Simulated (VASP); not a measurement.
TlPbF3: relaxation of cell and atoms with PBEsol

TlPbF3:

```xyz
5
Lattice="3.9056 0.0000 0.0000 0.0000 3.9056 0.0000 0.0000 0.0000 3.9056" Properties=species:S:1:pos:R:3 pbc="T T T"
Tl    0.0000    0.0000    0.0000
Pb    1.9528    1.9528    1.9528
F     1.9528    1.9528    0.0000
F     1.9528    0.0000    1.9528
F     0.0000    1.9528    1.9528
```

* Program: VASP 6.6.1
* Task: relaxation of cell and atoms
* Functional: PBEsol
* Potentials or basis: VASP PAW PBE potentials, release 64 (Tl_d, Pb_d, F)
* Cutoff: 600 eV
* k mesh: 6 × 6 × 6
* Occupations: fermi-dirac, width 0.03 eV
* Spin: no spin polarisation
* Dipole correction: no
* Further INCAR settings: ALGO = Normal; EDIFF = 1e-07; IBRION = 2; EDIFFG = -0.01; NSW = 100; ISIF = 3

```json
{
 "Relaxed volume": "20.28 Å³/atom",
 "Relaxed cell": "a = 4.663 Å, b = 4.663 Å, c = 4.663 Å, α = 90.00°, β = 90.00°, γ = 90.00°",
 "Space group after relaxing (to 0.1 Å)": "Pm-3m (No. 221)",
 "Energy gained by relaxing": "1733.2 meV/atom",
 "Ionic steps": "20",
 "Pressure after relaxing": "0.0 GPa",
 "Band gap on the k mesh": "1.13 eV (least direct gap 2.21 eV)"
}
```

The path:
```csv
step,energy change (eV),largest force (eV/Å),pressure (GPa),volume (Å³)
1,0.0000,0.0000,100.77,59.58
2,-4.4236,0.0000,-24.44,150.37
3,-8.6656,0.0000,-0.39,101.88
4,-8.6655,0.0000,0.41,100.88
5,-8.6655,0.0000,0.41,100.89
6,-8.6656,0.0000,0.39,100.90
7,-8.6656,0.0000,0.40,100.90
8,-8.6656,0.0000,0.40,100.90
9,-8.6656,0.0000,0.40,100.90
10,-8.6656,0.0000,0.40,100.90
11,-8.6656,0.0000,0.40,100.90
12,-8.6656,0.0000,0.40,100.91
13,-8.6656,0.0000,0.39,100.91
14,-8.6656,0.0000,0.38,100.92
15,-8.6657,0.0000,0.36,100.94
16,-8.6657,0.0000,0.33,100.98
17,-8.6659,0.0000,0.26,101.06
18,-8.6661,0.0000,0.13,101.23
19,-8.6661,0.0000,-0.13,101.55
20,-8.6662,0.0000,0.00,101.39
```

Final structure:
```
Tl Pb F
1.0
     4.66297    0.00000    0.00000
     0.00000    4.66297    0.00000
     0.00000    0.00000    4.66297
Tl Pb F
1 1 3
Direct
  0.00000 0.00000 0.00000
  0.50000 0.50000 0.50000
  0.50000 0.50000 0.00000
  0.50000 0.00000 0.50000
  0.00000 0.50000 0.50000
```

Levels at points of the mesh, in eV from the valence-band top:
| k point | band 22 | band 23 | band 24 | band 25 | band 26 | band 27 |
| --- | --- | --- | --- | --- | --- | --- |
| (0.00, 0.00, 0.00) | -4.61 | -4.61 | -4.61 | 3.38 | 3.38 | 3.38 |
| (0.50, 0.00, 0.00) | -4.60 | -3.92 | -2.40 | 1.35 | 3.35 | 3.35 |
| (0.50, 0.50, 0.00) | -4.27 | -3.99 | -1.08 | 1.13 | 1.13 | 3.18 |
| (0.50, 0.50, 0.50) | -4.27 | -4.27 | 0.00 | 2.47 | 2.47 | 2.47 |

Run time: 5.8 min on 1 thread of Intel Xeon 8259CL (shared host), peak memory 0.21 GiB.

Caveat: the volume moved by over 15 % at a fixed basis, so the end points are rough; the PAW data sets were made with another functional, which shifts forces and pressure a little; spin-orbit coupling is left out, which moves the levels of the heavy elements. A k mesh can miss the band edges.
